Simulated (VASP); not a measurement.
Fe, 1 atom in the cell. The structure is cubic, space group Im-3m (No. 229). Conventional cell: a = 2.863 Å, b = 2.863 Å, c = 2.863 Å, α = 90.00°, β = 90.00°, γ = 90.00°. Fe (site symmetry m-3m) has 14 Fe at 2.48 to 2.86 Å within 3.3 Å. 

```yaml
Program: VASP 6.6.1
Task: single point
Functional: r2SCAN
Potentials_or_basis: VASP PAW PBE potentials, release 64 (Fe)
Cutoff: 520 eV
k_mesh: 15 × 15 × 15
Occupations: fermi-dirac, width 0.1 eV
Spin: collinear spin, ferromagnetic start
Starting_moments: "[4.8] μB"
Fixed_moment: 4.8 μB
Dipole_correction: no
Further_INCAR_settings: ALGO = Normal; EDIFF = 1e-06; NBANDS = 14
```

Potentials or basis: VASP PAW PBE potentials, release 64 (Fe).

Launch:

```console
$ cat potpaw_PBE.64/Fe/POTCAR > POTCAR
$ cp INCAR.step1 INCAR
$ mpirun -np 1 vasp_std > vasp.out
$ cp INCAR.step2 INCAR
$ mpirun -np 1 vasp_std > vasp.out
```

Hardware: 1 thread of AMD EPYC 7R43 64-Core Processor (Zen 3), on a shared host.

Estimate the wall time of this run.

It took 2.4 min on 1 thread of AMD EPYC 7R43 64-Core Processor (Zen 3) (shared host), peak memory 0.11 GiB. Counts: k points 120.
